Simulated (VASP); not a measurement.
# LiCl (P6_3/mmc) in VASP: further runs

The runs below take LiCl through relaxation of shape and atoms at fixed volume, relaxation of cell and atoms, with PBE.

All numbers are computed with VASP 6.6.1; they aren't measurements. Logs are shortened: lines on timing, memory, paths and dates and some standing lists are left out, and cuts for length are marked.

## 1. The cell of the first run

It takes space group P6_3/mmc (No. 194, hexagonal). The conventional cell has a = 3.470 Å, b = 3.470 Å, c = 11.519 Å, α = 90.00°, β = 90.00°, γ = 120.00°. Li (site symmetry 3m) has 6 Cl at 2.46 to 2.48 Å and 1 Li at 2.92 Å within 3.2 Å. Cl (site symmetry -6m2) has 6 Li at 2.48 Å within 3.3 Å. Within 3.2 Å of Cl (site symmetry -3m) lie 6 Li at 2.46 Å.

## 2. Relaxation of shape and atoms at fixed volume, PBE (volume scaled by 0.88)

Input file INCAR:

```
ALGO = Normal
EDIFF = 1E-7
EDIFFG = -0.01
ENCUT = 600
GGA = PE
IBRION = 2
ISIF = 4
ISMEAR = 0
LASPH = True
LCHARG = False
LREAL = False
LWAVE = False
NELM = 60
NSW = 50
PREC = Accurate
SIGMA = 0.02
```

Input file KPOINTS:

```
k-points
0
Gamma
  6 6 2
```

Input file POSCAR:

```
LiCl
1.0
    3.4702039860      0.0000000000      0.0000000000
   -1.7351019930      3.0052848082      0.0000000000
    0.0000000000      0.0000000000     11.5192257617
Li Cl
4 4
Direct
    0.3333333333      0.6666666667      0.8767234304
    0.6666666667      0.3333333333      0.1232765696
    0.6666666667      0.3333333333      0.3767234304
    0.3333333333      0.6666666667      0.6232765696
    0.6666666667      0.3333333333      0.7500000000
    0.0000000000      0.0000000000      0.0000000000
    0.3333333333      0.6666666667      0.2500000000
    0.0000000000      0.0000000000      0.5000000000
```

Potentials or basis: VASP PAW PBE potentials, release 64 (Li_sv, Cl).

On the command line:

```
$ cat potpaw_PBE.64/Li_sv/POTCAR potpaw_PBE.64/Cl/POTCAR > POTCAR
$ mpirun -np 1 vasp_std > vasp.out
```

OUTCAR:

```text
EDIFF = 1E-7
   EDIFFG = -0.01
   ENCUT = 600
   GGA = PE
   IBRION = 2
   ISIF = 4
   ISMEAR = 0
   LASPH = True
   LREAL = False
   NELM = 60
   NSW = 50
   PREC = Accurate

 ion  position               nearest neighbor table
   1  0.333  0.667  0.877-   6 2.46   6 2.46   6 2.46   5 2.48   5 2.48   5 2.48
   2  0.667  0.333  0.123-   6 2.46   6 2.46   6 2.46   7 2.48   7 2.48   7 2.48
   3  0.667  0.333  0.377-   8 2.46   8 2.46   8 2.46   7 2.48   7 2.48   7 2.48
   4  0.333  0.667  0.623-   8 2.46   8 2.46   8 2.46   5 2.48   5 2.48   5 2.48
   5  0.667  0.333  0.750-   1 2.48   4 2.48   1 2.48   4 2.48   1 2.48   4 2.48
   6  0.000  0.000  0.000-   1 2.46   2 2.46   2 2.46   1 2.46   2 2.46   1 2.46
   7  0.333  0.667  0.250-   2 2.48   3 2.48   2 2.48   3 2.48   2 2.48   3 2.48
   8  0.000  0.000  0.500-   3 2.46   4 2.46   3 2.46   4 2.46   3 2.46   4 2.46

  LATTYP: Found a hexagonal cell.
 ALAT       =     3.4702039860
 C/A-ratio  =     3.3194664660

  Lattice vectors:

 A1 = (   3.4702039860,   0.0000000000,   0.0000000000)
 A2 = (  -1.7351019930,   3.0052848082,   0.0000000000)
 A3 = (   0.0000000000,   0.0000000000,  11.5192257617)

Analysis of symmetry for initial positions (statically):
=====================================================================
 Subroutine PRICEL returns:
 Original cell was already a primitive cell.

 Routine SETGRP: Setting up the symmetry group for a
 hexagonal supercell.

 Subroutine GETGRP returns: Found 24 space group operations
 (whereof 12 operations were pure point group operations)
 out of a pool of 24 trial point group operations.

The static configuration has the point symmetry D_3d.
 The point group associated with its full space group is D_6h.

Analysis of symmetry for dynamics (positions and initial velocities):
=====================================================================
 Subroutine PRICEL returns:
 Original cell was already a primitive cell.

 Routine SETGRP: Setting up the symmetry group for a
 hexagonal supercell.

 Subroutine GETGRP returns: Found 24 space group operations
 (whereof 12 operations were pure point group operations)
 out of a pool of 24 trial point group operations.

The dynamic configuration has the point symmetry D_3d.
 The point group associated with its full space group is D_6h.

 Subroutine INISYM returns: Found 24 space group operations
 (whereof 12 operations are pure point group operations),
 and found     1 'primitive' translations

----------------------------------------------------------------------------------------

                                     Primitive cell

  volume of cell :     120.1334

  direct lattice vectors                    reciprocal lattice vectors
     3.470203986  0.000000000  0.000000000     0.288167498  0.166373583  0.000000000
    -1.735101993  3.005284808  0.000000000     0.000000000  0.332747165  0.000000000
     0.000000000  0.000000000 11.519225762     0.000000000  0.000000000  0.086811390

  length of vectors
     3.470203986  3.470203986 11.519225762     0.332747165  0.332747165  0.086811390

  position of ions in fractional coordinates (direct lattice)
     0.333333333  0.666666667  0.876723430
     0.666666667  0.333333333  0.123276570
     0.666666667  0.333333333  0.376723430
     0.333333333  0.666666667  0.623276570
     0.666666667  0.333333333  0.750000000
     0.000000000  0.000000000  0.000000000
     0.333333333  0.666666667  0.250000000
     0.000000000  0.000000000  0.500000000

  ion indices of the primitive-cell ions
   primitive index   ion index
                 1           1
                 2           2
                 3           3
                 4           4
                 5           5
[... 81 lines left out ...]
   IALGO  =     38    algorithm
   IMIX   =      4    mixing-type and parameters
     AMIX     =   0.40;   BMIX     =  1.00
     AMIX_MAG =   1.60;   BMIX_MAG =  1.00
  volume/ion in A,a.u.               =      15.02       101.34
  Fermi-wavevector in a.u.,A,eV,Ry     =   1.134680  2.144235 17.517493  1.287499
  Thomas-Fermi vector in A             =   2.271384
   LORBIT       =      0    0 simple, 1 ext, 2 COOP (PROOUT), +10 PAW based schemes
   GGA     = PE    functional components
   LHFCALC =     F    Hartree Fock is set to
   AEXX    =    0.0000 exact exchange contribution
   IVDW    =     0    specifies the selected vdW correction
   LEPSILON=     F    determine dielectric tensor
   LRPA    =     F    only Hartree local field effects (RPA)
 conjugate gradient relaxation of ions
 non-spin polarized calculation
 Gauss-broadening in eV      SIGMA  =   0.02
  energy-cutoff  :      600.00
  volume of cell :      120.13
 maximum number of plane-waves:      4018
 NGX is ok and might be reduce to    28
   NGX = 13   NGY = 13   NGZ = 47

--------------------------------------- Ionic step        1  -------------------------------------------

 number of electron      39.9999995 magnetization

 Free energy of the ion-electron system (eV)
  ---------------------------------------------------
  ext. energy  EPLUGINS =         0.00000000
  ---------------------------------------------------
  free energy    TOTEN  =       -29.24039799 eV

  energy without entropy =      -29.24039799  energy(sigma->0) =      -29.24039799

------------------------ aborting loop because EDIFF is reached ----------------------------------------

  FORCE on cell =-STRESS in cart. coord.  units (eV):
  Direction    XX          YY          ZZ          XY          YZ          ZX
  --------------------------------------------------------------------------------------
  -------------------------------------------------------------------------------------
  Total        3.9431752      3.9431752      3.8609190      0.0000000      0.0000000      0.0000000
  in kB       52.5887352     52.5887352     51.4917134      0.0000000      0.0000000      0.0000000
  external PRESSURE =      52.2230613 kB  Pullay stress =       0.0000000 kB

 VOLUME and BASIS-vectors are now :
 -----------------------------------------------------------------------------
  energy-cutoff  :      600.00
  volume of cell :      120.13
      direct lattice vectors                 reciprocal lattice vectors
     3.470203986  0.000000000  0.000000000     0.288167498  0.166373583  0.000000000
    -1.735101993  3.005284808  0.000000000     0.000000000  0.332747165  0.000000000
     0.000000000  0.000000000 11.519225762     0.000000000  0.000000000  0.086811390

 POSITION                                       TOTAL-FORCE (eV/Angst)
 -----------------------------------------------------------------------------------
     -0.00000      2.00352     10.09918         0.000000     -0.000000     -0.011963
      1.73510      1.00176      1.42005        -0.000000      0.000000      0.011963
      1.73510      1.00176      4.33956         0.000000      0.000000     -0.011963
     -0.00000      2.00352      7.17966        -0.000000     -0.000000      0.011963
      1.73510      1.00176      8.63942         0.000000     -0.000000      0.000000
      0.00000      0.00000      0.00000         0.000000      0.000000      0.000000
     -0.00000      2.00352      2.87981         0.000000      0.000000      0.000000
      0.00000      0.00000      5.75961         0.000000      0.000000      0.000000
 -----------------------------------------------------------------------------------
    total drift:                                0.000000     -0.000000      0.000000

  FREE ENERGIE OF THE ION-ELECTRON SYSTEM (eV)
  ---------------------------------------------------
  free  energy   TOTEN  =       -29.2403979946 eV

  energy  without entropy=      -29.2403979946  energy(sigma->0) =      -29.24039799

--------------------------------------- Ionic step        2  -------------------------------------------

 number of electron      39.9999995 magnetization

 Free energy of the ion-electron system (eV)
  ---------------------------------------------------
  ext. energy  EPLUGINS =         0.00000000
  ---------------------------------------------------
  free energy    TOTEN  =       -29.24044380 eV

  energy without entropy =      -29.24044380  energy(sigma->0) =      -29.24044380

 E-fermi :   1.7876     XC(G=0):  -9.2414

 val. band max:        1.5620208436   @ k =   0.0000   0.0000   0.0000
 cond. band min:       8.4317379376   @ k =   0.0000   0.0000   0.0000
 fundamental gap:      6.8697170940
 Fermi energy:         1.7875955594

 k-point     1 :       0.0000    0.0000    0.0000
  band No.  band energies     occupation
      1     -41.8468      2.00000
      2     -41.8443      2.00000
      3     -41.8411      2.00000
      4     -41.8385      2.00000
      5     -12.3387      2.00000
      6     -12.0732      2.00000
[... 381 lines left out ...]
     24      10.1082      0.00000
     25      11.8516      0.00000

------------------------ aborting loop because EDIFF is reached ----------------------------------------

  FORCE on cell =-STRESS in cart. coord.  units (eV):
  Direction    XX          YY          ZZ          XY          YZ          ZX
  --------------------------------------------------------------------------------------
  -------------------------------------------------------------------------------------
  Total        3.9337790      3.9337790      3.8810367      0.0000000     -0.0000000     -0.0000000
  in kB       52.4634209     52.4634209     51.7600155      0.0000000     -0.0000000     -0.0000000
  external PRESSURE =      52.2289524 kB  Pullay stress =       0.0000000 kB

 VOLUME and BASIS-vectors are now :
 -----------------------------------------------------------------------------
  energy-cutoff  :      600.00
  volume of cell :      120.13
      direct lattice vectors                 reciprocal lattice vectors
     3.470777858  0.000000000  0.000000000     0.288119851  0.166346074 -0.000000000
    -1.735388929  3.005781796  0.000000000    -0.000000000  0.332692147 -0.000000000
     0.000000000  0.000000000 11.515416806     0.000000000 -0.000000000  0.086840105

 POSITION                                       TOTAL-FORCE (eV/Angst)
 -----------------------------------------------------------------------------------
     -0.00000      2.00385     10.09526        -0.000000      0.000000     -0.008404
      1.73539      1.00193      1.42016         0.000000     -0.000000      0.008404
      1.73539      1.00193      4.33755         0.000000     -0.000000     -0.008404
     -0.00000      2.00385      7.17787        -0.000000      0.000000      0.008404
      1.73539      1.00193      8.63656        -0.000000     -0.000000      0.000000
      0.00000      0.00000      0.00000        -0.000000     -0.000000      0.000000
     -0.00000      2.00385      2.87885        -0.000000     -0.000000      0.000000
      0.00000      0.00000      5.75771        -0.000000     -0.000000      0.000000
 -----------------------------------------------------------------------------------
    total drift:                                0.000000     -0.000000      0.000000

  FREE ENERGIE OF THE ION-ELECTRON SYSTEM (eV)
  ---------------------------------------------------
  free  energy   TOTEN  =       -29.2404437955 eV

  energy  without entropy=      -29.2404437955  energy(sigma->0) =      -29.24044380

 reached required accuracy - stopping structural energy minimisation
```

Wall time 92 s (1 thread of Intel Xeon Platinum 8488C (Sapphire Rapids), shared host); peak memory 0.27 GiB.

What came out:

```yaml
Free_energy: -29.2404 eV
Energy_gained_by_relaxing: 0.0 meV/atom
Ionic_steps: 2
Pressure_after_relaxing: 5.2 GPa
Largest_force_after_relaxing: 0.008 eV/Å
Band_gap_on_the_k_mesh: 6.87 eV, direct
```

Forces on the atoms (eV/Å):
```
Li   0.000  0.000 -0.008
Li   0.000  0.000  0.008
Li   0.000  0.000 -0.008
Li   0.000  0.000  0.008
Cl   0.000  0.000  0.000
Cl   0.000  0.000  0.000
Cl   0.000  0.000  0.000
Cl   0.000  0.000  0.000
```

Final structure:
```yaml
crystal:
  lattice:
    - [3.47078, 0.00000, 0.00000]
    - [-1.73539, 3.00578, 0.00000]
    - [0.00000, 0.00000, 11.51542]
  atoms:
    - { symbol: Li, position: [0.33333, 0.66667, 0.87667] }
    - { symbol: Li, position: [0.66667, 0.33333, 0.12333] }
    - { symbol: Li, position: [0.66667, 0.33333, 0.37667] }
    - { symbol: Li, position: [0.33333, 0.66667, 0.62333] }
    - { symbol: Cl, position: [0.66667, 0.33333, 0.75000] }
    - { symbol: Cl, position: [0.00000, 0.00000, 0.00000] }
    - { symbol: Cl, position: [0.33333, 0.66667, 0.25000] }
    - { symbol: Cl, position: [0.00000, 0.00000, 0.50000] }
```

Levels at points of the mesh, in eV from the valence-band top:
| k point | band 16 | band 17 | band 18 | band 19 | band 20 | band 21 | band 22 | band 23 | band 24 | band 25 |
| --- | --- | --- | --- | --- | --- | --- | --- | --- | --- | --- |
| (0.00, 0.00, 0.00) | -0.12 | -0.09 | -0.09 | 0.00 | 0.00 | 6.87 | 7.03 | 7.61 | 7.61 | 9.86 |
| (0.50, 0.00, 0.00) | -1.06 | -0.97 | -0.80 | -0.55 | -0.35 | 6.92 | 7.68 | 8.12 | 8.33 | 8.63 |
| (0.00, 0.00, 0.50) | -0.29 | -0.04 | -0.04 | -0.04 | -0.04 | 7.11 | 7.11 | 7.48 | 7.48 | 10.07 |
| (0.50, 0.00, 0.50) | -1.22 | -0.86 | -0.86 | -0.51 | -0.51 | 7.43 | 7.43 | 8.24 | 8.24 | 8.60 |

Caveat: the cutoff is under 1.25 times the usual one of these potentials, so pressure, stress and relaxed cells hold a basis-set (Pulay) error.

## 3. Relaxation of shape and atoms at fixed volume, PBE (volume scaled by 0.91)

Input file INCAR:

```
  ALGO = Normal
  EDIFF = 1E-6
  EDIFFG = -0.01
  ENCUT = 600
  GGA = PE
  IBRION = 2
  ISIF = 4
  ISMEAR = 0
  LASPH = True
  LCHARG = False
  LREAL = False
  LWAVE = False
  NELM = 100
  NSW = 50
  PREC = Accurate
  SIGMA = 0.02
```

KPOINTS is that of step 2.

Edit POSCAR of step 2 so:

```diff
@@ -2,5 +2,5 @@
 1.0
-    3.4702039860      0.0000000000      0.0000000000
-   -1.7351019930      3.0052848082      0.0000000000
-    0.0000000000      0.0000000000     11.5192257617
+    3.5091983058      0.0000000000      0.0000000000
+   -1.7545991529      3.0390548798      0.0000000000
+    0.0000000000      0.0000000000     11.6486660988
 Li Cl
```

Potentials or basis: VASP PAW PBE potentials, release 64 (Li_sv, Cl).

On the command line:

```
$ cat potpaw_PBE.64/Li_sv/POTCAR potpaw_PBE.64/Cl/POTCAR > POTCAR
$ mpirun -np 1 vasp_std > vasp.out
```

Wall time 60 s (1 thread of Intel Xeon Platinum 8488C (Sapphire Rapids), shared host); peak memory 0.25 GiB.

The run converged. Its results:

```yaml
Free_energy: -29.3546 eV
Pressure_after_relaxing: 3.5 GPa
Largest_force_after_relaxing: 0.008 eV/Å
Band_gap_on_the_k_mesh: 6.79 eV, direct
```

Forces in eV/Å, atoms in the order of the input:
```
Li   0.000  0.000 -0.008
Li   0.000  0.000  0.008
Li   0.000  0.000 -0.008
Li   0.000  0.000  0.008
Cl   0.000  0.000  0.000
Cl   0.000  0.000  0.000
Cl   0.000  0.000  0.000
Cl   0.000  0.000  0.000
```

Stress tensor (GPa, compression positive):
```
3.57 0.00 0.00
0.00 3.57 0.00
0.00 0.00 3.50
```

Final structure:
```
CELL_PARAMETERS angstrom
3.50920 0.00000 0.00000
-1.75460 3.03905 0.00000
0.00000 0.00000 11.64867
ATOMIC_POSITIONS crystal
Li 0.33333 0.66667 0.87672
Li 0.66667 0.33333 0.12328
Li 0.66667 0.33333 0.37672
Li 0.33333 0.66667 0.62328
Cl 0.66667 0.33333 0.75000
Cl 0.00000 0.00000 0.00000
Cl 0.33333 0.66667 0.25000
Cl 0.00000 0.00000 0.50000
```

Levels at points of the mesh, in eV from the valence-band top:
```tsv
k point	band 16	band 17	band 18	band 19	band 20	band 21	band 22	band 23	band 24	band 25
(0.00, 0.00, 0.00)	-0.12	-0.08	-0.08	0.00	0.00	6.79	6.84	7.48	7.49	9.85
(0.50, 0.00, 0.00)	-1.01	-0.92	-0.76	-0.53	-0.33	6.88	7.61	8.14	8.30	8.66
(0.00, 0.00, 0.50)	-0.28	-0.03	-0.03	-0.03	-0.03	7.05	7.05	7.26	7.26	10.05
(0.50, 0.00, 0.50)	-1.15	-0.82	-0.82	-0.48	-0.48	7.38	7.38	8.24	8.24	8.56
```

Caveat: the cutoff is under 1.25 times the usual one of these potentials, so pressure, stress and relaxed cells hold a basis-set (Pulay) error; the relaxation stopped at its first step, so nothing moved. A k mesh can miss the band edges.

## 4. Relaxation of shape and atoms at fixed volume, PBE (volume scaled by 0.94)

Input file INCAR:

```
PREC = Accurate
ENCUT = 600
EDIFF = 1E-6
ISMEAR = 0
SIGMA = 0.02
LREAL = False
LASPH = True
NELM = 100
ALGO = Normal
ISIF = 4
LWAVE = False
LCHARG = False
GGA = PE
IBRION = 2
NSW = 50
EDIFFG = -0.01
```

Input file KPOINTS:

```
Automatic mesh
0
Gamma
  6 6 2
```

Edit POSCAR of step 3 so:

```diff
@@ -2,5 +2,5 @@
 1.0
-    3.5091983058      0.0000000000      0.0000000000
-   -1.7545991529      3.0390548798      0.0000000000
-    0.0000000000      0.0000000000     11.6486660988
+    3.5473447542      0.0000000000      0.0000000000
+   -1.7736723771      3.0720906732      0.0000000000
+    0.0000000000      0.0000000000     11.7752919551
 Li Cl
```

On the command line:

```
$ cat potpaw_PBE.64/Li_sv/POTCAR potpaw_PBE.64/Cl/POTCAR > POTCAR
$ mpirun -np 1 vasp_std > vasp.out
```

Run time: 69 s. Hardware: 1 thread of Intel Xeon Platinum 8488C (Sapphire Rapids), shared host; peak memory 0.25 GiB.

The run converged. Its results:

* Free energy: -29.4294 eV
* Pressure after relaxing: 2.1 GPa
* Largest force after relaxing: 0.005 eV/Å
* Band gap on the k mesh: 6.59 eV, direct

Forces in eV/Å, atoms in the order of the input:
```
Li   0.000  0.000 -0.005
Li   0.000  0.000  0.005
Li   0.000  0.000 -0.005
Li   0.000  0.000  0.005
Cl   0.000  0.000  0.000
Cl   0.000  0.000  0.000
Cl   0.000  0.000  0.000
Cl   0.000  0.000  0.000
```

Final structure:
```
Li Cl
1.0
     3.54734    0.00000    0.00000
    -1.77367    3.07209    0.00000
     0.00000    0.00000   11.77529
Li Cl
4 4
Direct
  0.33333 0.66667 0.87672
  0.66667 0.33333 0.12328
  0.66667 0.33333 0.37672
  0.33333 0.66667 0.62328
  0.66667 0.33333 0.75000
  0.00000 0.00000 0.00000
  0.33333 0.66667 0.25000
  0.00000 0.00000 0.50000
```

Levels at points of the mesh, in eV from the valence-band top:
| k point | band 17 | band 18 | band 19 | band 20 | band 21 | band 22 | band 23 | band 24 |
| --- | --- | --- | --- | --- | --- | --- | --- | --- |
| (0.00, 0.00, 0.00) | -0.07 | -0.07 | 0.00 | 0.00 | 6.59 | 6.80 | 7.36 | 7.36 |
| (0.50, 0.00, 0.00) | -0.88 | -0.71 | -0.50 | -0.31 | 6.85 | 7.56 | 8.15 | 8.26 |
| (0.00, 0.00, 0.50) | -0.03 | -0.03 | -0.03 | -0.03 | 6.99 | 6.99 | 7.06 | 7.06 |
| (0.50, 0.00, 0.50) | -0.78 | -0.78 | -0.46 | -0.46 | 7.33 | 7.33 | 8.22 | 8.22 |

Caveat: the cutoff is under 1.25 times the usual one of these potentials, so pressure, stress and relaxed cells hold a basis-set (Pulay) error; the relaxation stopped at its first step, so nothing moved. A k mesh can miss the band edges.

(Part 1 of 2 ends here.)
